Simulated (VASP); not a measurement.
**LiF: single point with r2SCAN**

The system is LiF.

```xyz
4
Lattice="3.0810 0.0000 0.0000 -1.5405 2.6682 0.0000 0.0000 0.0000 4.8739" Properties=species:S:1:pos:R:3 pbc="T T T"
Li    0.0000    1.7788   -0.0245
Li    1.5405    0.8894    2.4124
F     0.0000    1.7788    1.8522
F     1.5405    0.8894    4.2892
```

This cell differs from its parent crystal: uniaxial z strain +1.9%.

| Item | Value |
| --- | --- |
| Program | VASP 6.6.1 |
| Task | single point |
| Functional | r2SCAN |
| Potentials or basis | VASP PAW PBE potentials, release 64 (Li_sv, F) |
| Cutoff | 520 eV |
| k mesh | 12 × 12 × 6 |
| Occupations | gaussian, width 0.01 eV |
| Spin | no spin polarisation |
| Dipole correction | no |
| Further INCAR settings | ALGO = Normal; EDIFF = 1e-07; NBANDS = 18 |

```yaml
Largest_force: 0.021 eV/Å
Band_gap_on_the_k_mesh: 8.62 eV
```

Forces in eV/Å, atoms in the order of the input:
```
Li   0.000  0.000 -0.021
Li   0.000  0.000 -0.021
F    0.000  0.000  0.021
F    0.000  0.000  0.021
```

Levels at points of the mesh, in eV from the valence-band top:
| k point | band 7 | band 8 | band 9 | band 10 | band 11 | band 12 | band 13 | band 14 |
| --- | --- | --- | --- | --- | --- | --- | --- | --- |
| (0.00, 0.00, 0.00) | -0.42 | -0.12 | -0.12 | 0.00 | 8.62 | 12.91 | 16.29 | 20.00 |
| (0.50, 0.00, 0.00) | -0.97 | -0.94 | -0.51 | -0.35 | 12.03 | 13.05 | 15.86 | 16.07 |
| (0.00, 0.00, 0.50) | -0.27 | -0.27 | -0.27 | -0.27 | 10.30 | 10.30 | 18.79 | 18.79 |
| (0.50, 0.00, 0.50) | -0.65 | -0.65 | -0.55 | -0.55 | 12.02 | 12.02 | 15.94 | 15.94 |

Wall time 7.8 min on 1 thread of AMD EPYC 7R13, on a shared host, peak memory 0.15 GiB.

Caveat: the cell differs from its parent crystal (uniaxial z strain +1.9%); the PAW data sets were made with another functional, which shifts forces and pressure a little. A k mesh can miss the band edges.
